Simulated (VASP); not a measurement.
# Sn3P4 (P4/mmm) in VASP: notebook

Sn3P4 is run at these levels: PBE; tasks: single point.

Program: VASP 6.6.1. These are calculated values, not measurements. Logs are shortened: lines on timing, memory, paths and dates and some standing lists are left out, and cuts for length are marked.

### Step 1. The cell of the first run

It takes space group P4/mmm (No. 123, tetragonal). The conventional cell has a = 6.396 Å, b = 6.396 Å, c = 3.869 Å, α = 90.00°, β = 90.00°, γ = 90.00°. Within 4.2 Å of Sn (site symmetry 4/mmm) lie 6 Sn at 3.20 to 3.87 Å and 8 P at 3.50 Å. Within 4.0 Å of Sn (site symmetry mmm) lie 8 P at 3.05 Å and 4 Sn at 3.20 to 3.87 Å. P (site symmetry m2m) has 3 P at 2.27 to 3.22 Å and 4 Sn at 3.05 Å within 3.3 Å.

The cell was built from a structure type or drawn by symmetry, and may not be a known phase.

### Step 2. Single point, PBE

File INCAR:

```
PREC = Accurate ; ENCUT = 520
EDIFF = 1E-6 ; ISMEAR = 0
SIGMA = 0.1 ; LREAL = False
LASPH = True ; NELM = 80
ALGO = Normal ; ISIF = 2
LWAVE = False ; LCHARG = False
GGA = PE ; NBANDS = 40
```

File KPOINTS:

```
regular mesh
0
Gamma
  4 4 4
```

File POSCAR:

```
Sn3P4
1.0
    6.3955034675      0.0000000000      0.0000000000
    0.0000000000      6.3955034675      0.0000000000
    0.0000000000      0.0000000000      3.8694676271
Sn P
3 4
Direct
    0.5000000000      0.5000000000      0.0000000000
    0.0000000000      0.5000000000      0.0000000000
    0.5000000000      0.0000000000      0.0000000000
    0.1778200620      0.1778200620      0.5000000000
    0.8221799380      0.8221799380      0.5000000000
    0.8221799380      0.1778200620      0.5000000000
    0.1778200620      0.8221799380      0.5000000000
```

Potentials or basis: VASP PAW PBE potentials, release 64 (Sn_d, P).

On the command line:

```sh
$ cat potpaw_PBE.64/Sn_d/POTCAR potpaw_PBE.64/P/POTCAR > POTCAR
$ mpirun -np 1 vasp_std > vasp.out
```

OUTCAR:

```text
PREC = Accurate
   ENCUT = 520
   EDIFF = 1E-6
   ISMEAR = 0
   LREAL = False
   LASPH = True
   NELM = 80
   ISIF = 2
   GGA = PE

 ion  position               nearest neighbor table
   1  0.500  0.500  0.000-   2 3.20   3 3.20   3 3.20   2 3.20
   2  0.000  0.500  0.000-   4 3.05   5 3.05   6 3.05   7 3.05   4 3.05   5 3.05   6 3.05   7 3.05
                             1 3.20   1 3.20
   3  0.500  0.000  0.000-   4 3.05   5 3.05   6 3.05   7 3.05   4 3.05   5 3.05   6 3.05   7 3.05
                             1 3.20   1 3.20
   4  0.178  0.178  0.500-   6 2.27   7 2.27   2 3.05   3 3.05   2 3.05   3 3.05
   5  0.822  0.822  0.500-   6 2.27   7 2.27   2 3.05   3 3.05   2 3.05   3 3.05
   6  0.822  0.178  0.500-   4 2.27   5 2.27   2 3.05   3 3.05   2 3.05   3 3.05
   7  0.178  0.822  0.500-   4 2.27   5 2.27   2 3.05   3 3.05   2 3.05   3 3.05

  LATTYP: Found a simple tetragonal cell.
 ALAT       =     6.3955034675
 C/A-ratio  =     0.6050294002

  Lattice vectors:

 A1 = (   6.3955034675,   0.0000000000,   0.0000000000)
 A2 = (   0.0000000000,   6.3955034675,   0.0000000000)
 A3 = (   0.0000000000,   0.0000000000,   3.8694676271)

Analysis of symmetry for initial positions (statically):
=====================================================================
 Subroutine PRICEL returns:
 Original cell was already a primitive cell.

 Routine SETGRP: Setting up the symmetry group for a
 simple tetragonal supercell.

 Subroutine GETGRP returns: Found 16 space group operations
 (whereof 16 operations were pure point group operations)
 out of a pool of 16 trial point group operations.

The static configuration has the point symmetry D_4h.

Analysis of symmetry for dynamics (positions and initial velocities):
=====================================================================
 Subroutine PRICEL returns:
 Original cell was already a primitive cell.

 Routine SETGRP: Setting up the symmetry group for a
 simple tetragonal supercell.

 Subroutine GETGRP returns: Found 16 space group operations
 (whereof 16 operations were pure point group operations)
 out of a pool of 16 trial point group operations.

The dynamic configuration has the point symmetry D_4h.

 Subroutine INISYM returns: Found 16 space group operations
 (whereof 16 operations are pure point group operations),
 and found     1 'primitive' translations

----------------------------------------------------------------------------------------

                                     Primitive cell

  volume of cell :     158.2708

  direct lattice vectors                    reciprocal lattice vectors
     6.395503468  0.000000000  0.000000000     0.156359856  0.000000000  0.000000000
     0.000000000  6.395503468  0.000000000     0.000000000  0.156359856  0.000000000
     0.000000000  0.000000000  3.869467627     0.000000000  0.000000000  0.258433484

  length of vectors
     6.395503468  6.395503468  3.869467627     0.156359856  0.156359856  0.258433484

  position of ions in fractional coordinates (direct lattice)
     0.500000000  0.500000000  0.000000000
     0.000000000  0.500000000  0.000000000
     0.500000000  0.000000000  0.000000000
     0.177820062  0.177820062  0.500000000
     0.822179938  0.822179938  0.500000000
     0.822179938  0.177820062  0.500000000
     0.177820062  0.822179938  0.500000000

  ion indices of the primitive-cell ions
   primitive index   ion index
                 1           1
                 2           2
                 3           3
                 4           4
                 5           5
                 6           6
                 7           7

----------------------------------------------------------------------------------------

 KPOINTS: regular mesh

Automatic generation of k-mesh.
 Grid dimensions read from file:
 generate k-points for:    4    4    4

 Generating k-lattice:

  Cartesian coordinates                     Fractional coordinates (reciprocal lattice)
     0.039089964  0.000000000  0.000000000     0.250000000  0.000000000  0.000000000
     0.000000000  0.039089964  0.000000000     0.000000000  0.250000000  0.000000000
     0.000000000  0.000000000  0.064608371     0.000000000  0.000000000  0.250000000

  Length of vectors
     0.039089964  0.039089964  0.064608371

  Shift w.r.t. Gamma in fractional coordinates (k-lattice)
     0.000000000  0.000000000  0.000000000

 Subroutine IBZKPT returns following result:
 ===========================================

 Found     18 irreducible k-points:

 Following reciprocal coordinates:
            Coordinates               Weight
  0.000000  0.000000  0.000000      1.000000
  0.250000  0.000000  0.000000      4.000000
  0.500000  0.000000  0.000000      2.000000
  0.250000  0.250000  0.000000      4.000000
  0.500000  0.250000  0.000000      4.000000
  0.500000  0.500000  0.000000      1.000000
[... 10 lines left out ...]
  0.500000  0.250000  0.500000      4.000000
  0.500000  0.500000  0.500000      1.000000
   k-points           NKPTS =     18   k-points in BZ     NKDIM =     18   number of bands    NBANDS=     40
   number of dos      NEDOS =    301   number of ions     NIONS =      7
   total plane-waves  NPLWV =  69120
   dimension x,y,z NGX =    48 NGY =   48 NGZ =   30
   dimension x,y,z NGXF=    96 NGYF=   96 NGZF=   60
   ions per type =               3   4
   NGX,Y,Z   is equivalent  to a cutoff of  12.48, 12.48, 12.89 a.u.
   NGXF,Y,Z  is equivalent  to a cutoff of  24.95, 24.95, 25.78 a.u.
 SYSTEM =  unknown system
   PREC   = accura    normal or accurate (medium, high low for compatibility)
   ISTART =      0    job   : 0-new  1-cont  2-samecut
   ICHARG =      2    charge: 1-file 2-atom 10-const
   ISPIN  =      1    spin polarized calculation?
   LNONCOLLINEAR =      F non collinear calculations
   LSORBIT =      F    spin-orbit coupling
   LASPH  =      T    aspherical Exc in radial PAW
   ENCUT  =  520.0 eV  38.22 Ry    6.18 a.u.  11.89 11.89  7.19*2*pi/ulx,y,z
   NELM   =     80;   NELMIN=  2; NELMDL= -5     # of ELM steps
   EDIFF  = 0.1E-05   stopping-criterion for ELM
   LREAL  =      F    real-space projection
   EDIFFG = 0.1E-04   stopping-criterion for IOM
   NSW    =      0    number of steps for IOM
   IBRION =     -1    ionic relax: 0-MD 1-quasi-New 2-CG
   NFREE  =      0    steps in history (QN), initial steepest desc. (CG)
   ISIF   =      2    stress and relaxation
   ISYM   =      2    0-nonsym 1-usesym 2-fastsym
   POTIM  = 0.5000    time-step for ionic-motion
   TEBEG  =    0.0;   TEEND  =   0.0 temperature during run
   PSTRESS=    0.0 pullay stress
   NELECT =      62.0000    total number of electrons
   NUPDOWN=      -1.0000    fix difference up-down
   EMIN   =  10.00;   EMAX   =-10.00  energy-range for DOS
   EFERMI =   0.00;   METHOD = LEGACY
   ISMEAR =     0;   SIGMA  =   0.10  broadening in eV -4-tet -1-fermi 0-gaus
   EFERMI_NEDOS =   21; number of points for ismear=-14 and -15
   IALGO  =     38    algorithm
   IMIX   =      4    mixing-type and parameters
     AMIX     =   0.40;   BMIX     =  1.00
     AMIX_MAG =   1.60;   BMIX_MAG =  1.00
  volume/ion in A,a.u.               =      22.61       152.58
  Fermi-wavevector in a.u.,A,eV,Ry     =   1.197858  2.263622 19.522491  1.434863
  Thomas-Fermi vector in A             =   2.333762
   LORBIT       =      0    0 simple, 1 ext, 2 COOP (PROOUT), +10 PAW based schemes
   GGA     = PE    functional components
   LHFCALC =     F    Hartree Fock is set to
   AEXX    =    0.0000 exact exchange contribution
   IVDW    =     0    specifies the selected vdW correction
   LEPSILON=     F    determine dielectric tensor
   LRPA    =     F    only Hartree local field effects (RPA)
 non-spin polarized calculation
 Gauss-broadening in eV      SIGMA  =   0.10
  energy-cutoff  :      520.00
  volume of cell :      158.27
 maximum number of plane-waves:      4288
 NGX is ok and might be reduce to    48
   NGX = 23   NGY = 23   NGZ = 15

 number of electron      62.0000015 magnetization

 Free energy of the ion-electron system (eV)
  ---------------------------------------------------
  ext. energy  EPLUGINS =         0.00000000
  ---------------------------------------------------
  free energy    TOTEN  =       -31.25216716 eV

  energy without entropy =      -31.22937898  energy(sigma->0) =      -31.24077307

 E-fermi :   7.2329     XC(G=0): -10.1297

 val. band max:        7.1618878306   @ k =   0.2500   0.0000   0.2500
 cond. band min:       7.2355289061   @ k =   0.2500   0.0000   0.2500
 fundamental gap:      0.0736410756
 Fermi energy:         7.2329191129

 k-point     1 :       0.0000    0.0000    0.0000
  band No.  band energies     occupation
      1     -14.7132      2.00000
      2     -14.6934      2.00000
      3     -14.6480      2.00000
      4     -14.6420      2.00000
      5     -14.6420      2.00000
      6     -14.4091      2.00000
[... 32 lines left out ...]
     39      10.6272      0.00000
     40      11.0363      0.00000

 k-point     2 :       0.2500    0.0000    0.0000
  band No.  band energies     occupation
      1     -14.7045      2.00000
      2     -14.6843      2.00000
      3     -14.6449      2.00000
      4     -14.6419      2.00000
      5     -14.6397      2.00000
      6     -14.4088      2.00000
[... 32 lines left out ...]
     39      10.6072      0.00000
     40      11.0170      0.00000

 k-point     3 :       0.5000    0.0000    0.0000
  band No.  band energies     occupation
      1     -14.7015      2.00000
      2     -14.6674      2.00000
      3     -14.6419      2.00000
      4     -14.6417      2.00000
      5     -14.6374      2.00000
      6     -14.4086      2.00000
[... 595 lines left out ...]
  band No.  band energies     occupation
      1     -14.6740      2.00000
      2     -14.6511      2.00000
      3     -14.6485      2.00000
      4     -14.6410      2.00000
      5     -14.6371      2.00000
      6     -14.4233      2.00000
[... 32 lines left out ...]
     39      11.3246      0.00000
     40      11.7739      0.00000

 k-point    18 :       0.5000    0.5000    0.5000
  band No.  band energies     occupation
      1     -14.6550      2.00000
      2     -14.6484      2.00000
      3     -14.6484      2.00000
      4     -14.6382      2.00000
      5     -14.6341      2.00000
      6     -14.4251      2.00000
[... 32 lines left out ...]
     39      10.3421      0.00000
     40      12.7316      0.00000

------------------------ aborting loop because EDIFF is reached ----------------------------------------

  FORCE on cell =-STRESS in cart. coord.  units (eV):
  Direction    XX          YY          ZZ          XY          YZ          ZX
  --------------------------------------------------------------------------------------
  -------------------------------------------------------------------------------------
  Total       -0.1333637     -0.1333637      0.1080218      0.0000000      0.0000000      0.0000000
  in kB       -1.3500426     -1.3500426      1.0935068      0.0000000      0.0000000      0.0000000
  external PRESSURE =      -0.5355261 kB  Pullay stress =       0.0000000 kB

 VOLUME and BASIS-vectors are now :
 -----------------------------------------------------------------------------
  energy-cutoff  :      520.00
  volume of cell :      158.27
      direct lattice vectors                 reciprocal lattice vectors
     6.395503468  0.000000000  0.000000000     0.156359856  0.000000000  0.000000000
     0.000000000  6.395503468  0.000000000     0.000000000  0.156359856  0.000000000
     0.000000000  0.000000000  3.869467627     0.000000000  0.000000000  0.258433484

 POSITION                                       TOTAL-FORCE (eV/Angst)
 -----------------------------------------------------------------------------------
      3.19775      3.19775      0.00000        -0.000000      0.000000     -0.000000
      0.00000      3.19775      0.00000        -0.000000      0.000000     -0.000000
      3.19775      0.00000      0.00000        -0.000000      0.000000     -0.000000
      1.13725      1.13725      1.93473        -0.029394     -0.029394     -0.000000
      5.25825      5.25825      1.93473         0.029394      0.029394     -0.000000
      5.25825      1.13725      1.93473         0.029394     -0.029394      0.000000
      1.13725      5.25825      1.93473        -0.029394      0.029394     -0.000000
 -----------------------------------------------------------------------------------
    total drift:                                0.000000      0.000000      0.000000

  FREE ENERGIE OF THE ION-ELECTRON SYSTEM (eV)
  ---------------------------------------------------
  free  energy   TOTEN  =       -31.2521671642 eV

  energy  without entropy=      -31.2293789845  energy(sigma->0) =      -31.24077307
```

Wall time 40 s (1 thread of Intel Xeon 6975P-C (Granite Rapids), shared host); peak memory 0.28 GiB.

What came out:

```yaml
Free_energy: -31.2522 eV
Pressure: -0.1 GPa
Largest_force: 0.042 eV/Å
Band_gap_on_the_k_mesh: zero (bands 31 and 32 overlap by 1.60 eV)
```

Forces in eV/Å, atoms in the order of the input:
```
Sn   0.000  0.000  0.000
Sn   0.000  0.000  0.000
Sn   0.000  0.000  0.000
P   -0.029 -0.029  0.000
P    0.029  0.029  0.000
P    0.029 -0.029  0.000
P   -0.029  0.029  0.000
```

Caveat: the k points lie up to 0.41 Å⁻¹ apart, too coarse for converged energies and pressures of a metal; spin-orbit coupling is left out, which moves the levels of the heavy elements.

### Step 3. Single point, PBE

This run uses another cell than the first one, of 27.41 Å³/atom.

File INCAR:

```
SYSTEM = Sn3P4
ALGO = Normal ; EDIFF = 1E-6
ENCUT = 520 ; GGA = PE
ISIF = 2 ; ISMEAR = 0
LASPH = .True. ; LCHARG = .True.
LELF = .True. ; LREAL = .False.
LVHAR = .True. ; LWAVE = .False.
NBANDS = 40 ; NELM = 100
PREC = Accurate ; SIGMA = 0.1
```

File KPOINTS:

```
k-points
0
Gamma
  4 4 4
  0 0 0
```

File POSCAR:

```
Sn3P4
1.0
    5.3412010000      0.0000000000      0.0000000000
    0.0000000000      5.3412010000      0.0000000000
    0.0000000000      0.0000000000      6.7255069400
Sn P
3 4
Direct
    0.5000000000      0.5000000000      0.0000000000
    0.0000000000      0.5000000000      0.0000000000
    0.5000000000      0.0000000000      0.0000000000
    0.1831446700      0.1831446700      0.5000000000
    0.8168553300      0.8168553300      0.5000000000
    0.8168553300      0.1831446700      0.5000000000
    0.1831446700      0.8168553300      0.5000000000
```

Potentials or basis: VASP PAW PBE potentials, release 64 (Sn_d, P).

On the command line:

```sh
$ cat potpaw_PBE.64/Sn_d/POTCAR potpaw_PBE.64/P/POTCAR > POTCAR
$ mpirun -np 1 vasp_std > vasp.out
```

OUTCAR:

```text
SYSTEM = Sn3P4
   EDIFF = 1E-6
   ENCUT = 520
   GGA = PE
   ISIF = 2
   ISMEAR = 0
   LASPH = .True.
   LREAL = .False.
   NELM = 100
   PREC = Accurate

 ion  position               nearest neighbor table
   1  0.500  0.500  0.000-   2 2.67   3 2.67   3 2.67   2 2.67
   2  0.000  0.500  0.000-   1 2.67   1 2.67
   3  0.500  0.000  0.000-   1 2.67   1 2.67
   4  0.183  0.183  0.500-   6 1.96   7 1.96   5 2.77
   5  0.817  0.817  0.500-   6 1.96   7 1.96   4 2.77
   6  0.817  0.183  0.500-   4 1.96   5 1.96   7 2.77
   7  0.183  0.817  0.500-   4 1.96   5 1.96   6 2.77
[... 976 lines left out ...]
  Total       25.9045225     25.9045225     -5.1150130      0.0000000      0.0000000      0.0000000
  in kB      216.3133409    216.3133409    -42.7124471      0.0000000      0.0000000      0.0000000
  external PRESSURE =     129.9714116 kB  Pullay stress =       0.0000000 kB

 VOLUME and BASIS-vectors are now :
 -----------------------------------------------------------------------------
  energy-cutoff  :      520.00
  volume of cell :      191.87
      direct lattice vectors                 reciprocal lattice vectors
     5.341201000  0.000000000  0.000000000     0.187223810  0.000000000  0.000000000
     0.000000000  5.341201000  0.000000000     0.000000000  0.187223810  0.000000000
     0.000000000  0.000000000  6.725506940     0.000000000  0.000000000  0.148687676

 POSITION                                       TOTAL-FORCE (eV/Angst)
 -----------------------------------------------------------------------------------
      2.67060      2.67060      0.00000         0.000000      0.000000      0.000000
      0.00000      2.67060      0.00000         0.000000      0.000000      0.000000
      2.67060      0.00000      0.00000         0.000000      0.000000      0.000000
      0.97821      0.97821      3.36275         4.407639      4.407639      0.000000
      4.36299      4.36299      3.36275        -4.407639     -4.407639      0.000000
      4.36299      0.97821      3.36275        -4.407639      4.407639     -0.000000
      0.97821      4.36299      3.36275         4.407639     -4.407639      0.000000
 -----------------------------------------------------------------------------------
    total drift:                               -0.000000      0.000000     -0.000000

  FREE ENERGIE OF THE ION-ELECTRON SYSTEM (eV)
  ---------------------------------------------------
  free  energy   TOTEN  =       -26.6452098969 eV

  energy  without entropy=      -26.6232888363  energy(sigma->0) =      -26.63424937
```

OSZICAR:

```text
N       E                     dE             d eps       ncg     rms          rms(c)
DAV:   1     0.613871208636E+03    0.61387E+03   -0.28914E+04  1536   0.188E+03
DAV:   2     0.632692012337E+02   -0.55060E+03   -0.53228E+03  1456   0.532E+02
DAV:   3    -0.238488775533E+02   -0.87118E+02   -0.82857E+02  1736   0.179E+02
DAV:   4    -0.287267980457E+02   -0.48779E+01   -0.48148E+01  1664   0.460E+01
DAV:   5    -0.289166652208E+02   -0.18987E+00   -0.18967E+00  2016   0.895E+00    0.156E+01
DAV:   6    -0.267567635941E+02    0.21599E+01   -0.74908E+00  1688   0.107E+01    0.832E+00
DAV:   7    -0.266676164529E+02    0.89147E-01   -0.12321E+00  1848   0.607E+00    0.483E+00
DAV:   8    -0.266452627101E+02    0.22354E-01   -0.16812E-01  1928   0.282E+00    0.719E-01
DAV:   9    -0.266446728733E+02    0.58984E-03   -0.15432E-02  1968   0.127E+00    0.393E-01
DAV:  10    -0.266451675026E+02   -0.49463E-03   -0.49268E-03  1944   0.429E-01    0.100E-01
DAV:  11    -0.266451763589E+02   -0.88563E-05   -0.87231E-04  1704   0.482E-01    0.280E-02
DAV:  12    -0.266451974068E+02   -0.21048E-04   -0.10281E-04  1872   0.137E-01    0.165E-02
DAV:  13    -0.266452082531E+02   -0.10846E-04   -0.25936E-05  2160   0.503E-02    0.467E-03
DAV:  14    -0.266452099533E+02   -0.17002E-05   -0.92269E-06  1664   0.209E-02    0.318E-03
DAV:  15    -0.266452098969E+02    0.56431E-07   -0.85797E-07  1144   0.691E-03
   1 F= -.26645210E+02 E0= -.26634249E+02  d E =-.219211E-01
```

stdout:

```text
POSCAR found type information on POSCAR SnP
 POSCAR found :  2 types and       7 ions
 scaLAPACK will be used
 LDA part: xc-table for (Slater+PW92), standard interpolation
 POSCAR, INCAR and KPOINTS ok, starting setup
 FFT: planning ... GRIDC
 FFT: planning ... GRID_SOFT
 FFT: planning ... GRID
 WAVECAR not read
 entering main loop
```

It took 59 s on 1 thread of Intel Xeon 6975P-C (Granite Rapids), shared host; peak memory 0.32 GiB.

What came out:

```yaml
Free_energy: -26.6452 eV
Pressure: 13.0 GPa
Largest_force: 6.233 eV/Å
Band_gap_on_the_k_mesh: zero (bands 31 and 32 overlap by 1.16 eV)
```

Forces in eV/Å, atoms in the order of the input:
```
Sn   0.000  0.000  0.000
Sn   0.000  0.000  0.000
Sn   0.000  0.000  0.000
P    4.408  4.408  0.000
P   -4.408 -4.408  0.000
P   -4.408  4.408  0.000
P    4.408 -4.408  0.000
```

Caveat: the cell stands under pressure; spin-orbit coupling is left out, which moves the levels of the heavy elements; forces of over 1 eV/Å act on the atoms, so gaps and moduli don't describe the material at rest.
